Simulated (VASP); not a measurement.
# Re (Fm-3m) in VASP: a series of runs, part 2 of 2

VASP 6.6.1. The steps go on from the part before.

### Step 3. Single point, revPBE (volume scaled by 1.08)

Contents of INCAR:

```
SYSTEM = Re
PREC = Accurate
ENCUT = 520
EDIFF = 1E-6
ISMEAR = -1
SIGMA = 0.1
LREAL = .FALSE.
LASPH = .TRUE.
NELM = 80
ALGO = Normal
ISIF = 2
LWAVE = .FALSE.
LCHARG = .FALSE.
GGA = RE
NBANDS = 10
```

Contents of KPOINTS:

```
Automatic mesh
0
G
  16 16 16
  0 0 0
```

Contents of POSCAR:

```
Re
1.0
    0.0000000000      2.0136773503      2.0136773503
    2.0136773503      0.0000000000      2.0136773503
    2.0136773503      2.0136773503      0.0000000000
Re
1
Direct
    0.0000000000      0.0000000000      0.0000000000
```

Potentials or basis: VASP PAW PBE potentials, release 64 (Re).

The run is started by

```sh
$ cat potpaw_PBE.64/Re/POTCAR > POTCAR
$ mpirun -np 1 vasp_std > vasp.out
```

OUTCAR:

```text
SYSTEM = Re
   PREC = Accurate
   ENCUT = 520
   EDIFF = 1E-6
   ISMEAR = -1
   LREAL = .FALSE.
   LASPH = .TRUE.
   NELM = 80
   ISIF = 2
   GGA = RE

 ion  position               nearest neighbor table
   1  0.000  0.000  0.000-

  LATTYP: Found a face centered cubic cell.
 ALAT       =     4.0273547006

  Lattice vectors:

 A1 = (   0.0000000000,   2.0136773503,   2.0136773503)
 A2 = (   2.0136773503,   0.0000000000,   2.0136773503)
 A3 = (   2.0136773503,   2.0136773503,   0.0000000000)

Analysis of symmetry for initial positions (statically):
[... 483 lines left out ...]
      5       7.7467      0.00080
      6       8.0471      0.00004
      7      21.5141      0.00000
      8      24.2137      0.00000
      9      26.0277      0.00000
     10      26.8243      0.00000

 [... further k-points ...]
[... 5 lines left out ...]
  --------------------------------------------------------------------------------------
  -------------------------------------------------------------------------------------
  Total       -2.4351596     -2.4351596     -2.4351596     -0.0000000     -0.0000000     -0.0000000
  in kB     -238.9122222   -238.9122222   -238.9122222     -0.0000000     -0.0000000     -0.0000000
  external PRESSURE =    -238.9122222 kB  Pullay stress =       0.0000000 kB

 VOLUME and BASIS-vectors are now :
 -----------------------------------------------------------------------------
  energy-cutoff  :      520.00
  volume of cell :       16.33
      direct lattice vectors                 reciprocal lattice vectors
     0.000000000  2.013677350  2.013677350    -0.248301944  0.248301944  0.248301944
     2.013677350  0.000000000  2.013677350     0.248301944 -0.248301944  0.248301944
     2.013677350  2.013677350  0.000000000     0.248301944  0.248301944 -0.248301944

 POSITION                                       TOTAL-FORCE (eV/Angst)
 -----------------------------------------------------------------------------------
      0.00000      0.00000      0.00000         0.000000      0.000000      0.000000
 -----------------------------------------------------------------------------------
    total drift:                                0.000000     -0.000000     -0.000000

  FREE ENERGIE OF THE ION-ELECTRON SYSTEM (eV)
  ---------------------------------------------------
  free  energy   TOTEN  =       -11.7981504532 eV

  energy  without entropy=      -11.7692448442  energy(sigma->0) =      -11.78369765
```

OSZICAR:

```text
N       E                     dE             d eps       ncg     rms          rms(c)
DAV:   1     0.569076157140E+01    0.56908E+01   -0.33491E+03  4582   0.752E+02
DAV:   2    -0.121659707944E+02   -0.17857E+02   -0.16543E+02  4456   0.160E+02
DAV:   3    -0.125554354516E+02   -0.38946E+00   -0.37767E+00  4850   0.394E+01
DAV:   4    -0.125580064419E+02   -0.25710E-02   -0.25676E-02  4708   0.149E+00
DAV:   5    -0.125580124868E+02   -0.60449E-05   -0.60444E-05  4326   0.341E-02    0.230E+01
DAV:   6    -0.119789379734E+02    0.57907E+00   -0.57433E-01  4568   0.199E+01    0.808E+00
DAV:   7    -0.118046992714E+02    0.17424E+00   -0.36232E-01  4616   0.152E+01    0.115E+00
DAV:   8    -0.117983947649E+02    0.63045E-02   -0.47956E-03  4658   0.758E-01    0.233E-01
DAV:   9    -0.117981402591E+02    0.25451E-03   -0.31526E-04  4474   0.184E-01    0.217E-02
DAV:  10    -0.117981504085E+02   -0.10149E-04   -0.99526E-06  4350   0.206E-02    0.293E-03
DAV:  11    -0.117981504532E+02   -0.44697E-07   -0.81671E-08  2072   0.927E-03
   1 F= -.11798150E+02 E0= -.11783698E+02  d E =-.289056E-01
```

stdout:

```text
POSCAR found type information on POSCAR Re
 POSCAR found :  1 types and       1 ions
 scaLAPACK will be used
 -----------------------------------------------------------------------------
|                                                                             |
|                                                                             |
|     You enforced a specific xc type in the INCAR file but a different       |
|     I HOPE YOU KNOW WHAT YOU ARE DOING!                                     |
|                                                                             |
 -----------------------------------------------------------------------------

 LDA part: xc-table for (Slater+PW92), standard interpolation
 POSCAR, INCAR and KPOINTS ok, starting setup
 FFT: planning ... GRIDC
 FFT: planning ... GRID_SOFT
 FFT: planning ... GRID
 WAVECAR not read
 entering main loop
```

It took 36 s on 1 thread of AMD EPYC 7R13, shared host; peak memory 0.12 GiB.

What came out:

- Free energy: -11.7982 eV
- Pressure: -23.9 GPa

Caveat: the cell differs from its parent crystal (volume scaled by 1.08); the PAW data sets were made with another functional, which shifts forces and pressure a little; spin-orbit coupling is left out, which moves the levels of the heavy elements.

### Step 4. Single point, revPBE (volume scaled by 1.12)

Contents of INCAR:

```
SYSTEM = Re
  ALGO = Normal
  EDIFF = 1E-6
  ENCUT = 520
  GGA = RE
  ISIF = 2
  ISMEAR = -1
  LASPH = .True.
  LCHARG = .False.
  LREAL = .False.
  LWAVE = .False.
  NBANDS = 10
  NELM = 80
  PREC = Accurate
  SIGMA = 0.1
```

Contents of KPOINTS:

```
k-points
0
Gamma
  16 16 16
  0 0 0
```

Contents of POSCAR:

```
Re
1.0
    0.0000000000      2.0382368116      2.0382368116
    2.0382368116      0.0000000000      2.0382368116
    2.0382368116      2.0382368116      0.0000000000
Re
1
Direct
    0.0000000000      0.0000000000      0.0000000000
```

The run is started by

```sh
$ cat potpaw_PBE.64/Re/POTCAR > POTCAR
$ mpirun -np 1 vasp_std > vasp.out
```

Wall time 32 s (1 thread of AMD EPYC 7R13, shared host); peak memory 0.13 GiB.

Results (log left out):

| Quantity | Value |
| --- | --- |
| Free energy | -11.6926 eV |
| Pressure | -32.0 GPa |

Levels at points of the mesh, in eV from the Fermi level:
```
           k point  band 1  band 2  band 3  band 4  band 5  band 6  band 7  band 8
(0.00, 0.00, 0.00)   -9.14   -1.57   -1.57   -1.57    1.00    1.00   13.71   18.61
(0.50, 0.00, 0.00)   -5.90   -1.72   -1.72    0.06    3.04    3.04    8.08   13.20
(0.50, 0.50, 0.00)   -5.67   -4.91    2.29    2.99    3.62    3.62   10.68   11.19
```

Caveat: the cell differs from its parent crystal (volume scaled by 1.12); the PAW data sets were made with another functional, which shifts forces and pressure a little; spin-orbit coupling is left out, which moves the levels of the heavy elements.

### Step 5. Single point, revPBE

This run uses another cell than the first one, of 15.12 Å³/atom, 0.962 times its volume.

Contents of INCAR:

```
SYSTEM = Re
ALGO = Normal
EDIFF = 1E-6
ENCUT = 520
GGA = RE
ISIF = 2
ISMEAR = -1
LASPH = .True.
LCHARG = .False.
LREAL = .False.
LWAVE = .False.
NBANDS = 10
NELM = 100
PREC = Accurate
SIGMA = 0.1
```

Contents of KPOINTS:

```
k-points
0
Gamma
  23 23 23
  0 0 0
```

Contents of POSCAR:

```
Re
1.0
    0.0000000000      1.9626760971      1.9626760971
    1.9626760971      0.0000000000      1.9626760971
    1.9626760971      1.9626760971      0.0000000000
Re
1
Direct
    0.0000000000      0.0000000000      0.0000000000
```

The run is started by

```sh
$ cat potpaw_PBE.64/Re/POTCAR > POTCAR
$ mpirun -np 1 vasp_std > vasp.out
```

Wall time 92 s (1 thread of AMD EPYC 7R13, shared host); peak memory 0.16 GiB.

It converged, with:

```
Free energy : -11.8935 eV
Pressure    : -0.7 GPa
```

Levels at points of the mesh, in eV from the Fermi level:
```
           k point  band 1  band 2  band 3  band 4  band 5  band 6  band 7  band 8  band 9
(0.00, 0.00, 0.00)   -9.94   -1.84   -1.84   -1.84    1.22    1.22   13.85   19.36   19.36
```

Caveat: the PAW data sets were made with another functional, which shifts forces and pressure a little; spin-orbit coupling is left out, which moves the levels of the heavy elements.

### Step 6. The runs side by side

```tsv
cell	k mesh	gap on the mesh (eV)	pressure (GPa)
a = 2.812 Å, angles 60.0°, 1 atom	16 × 16 × 16	none	-13.7
a = 2.848 Å, angles 60.0°, 1 atom	16 × 16 × 16	none	-23.9
a = 2.883 Å, angles 60.0°, 1 atom	16 × 16 × 16	none	-32.0
a = 2.776 Å, angles 60.0°, 1 atom	23 × 23 × 23	none	-0.7
```

Alike in all rows: task single point; level revPBE; potentials or basis VASP PAW PBE potentials, release 64 (Re); no spin polarisation; cutoff (eV) 520; smearing fermi-dirac 0.1 eV.

Caveats: the PAW data sets were made with another functional, which shifts forces and pressure a little; spin-orbit coupling is left out, which moves the levels of the heavy elements.

Absolute energies hang on the potentials; compare differences alone.
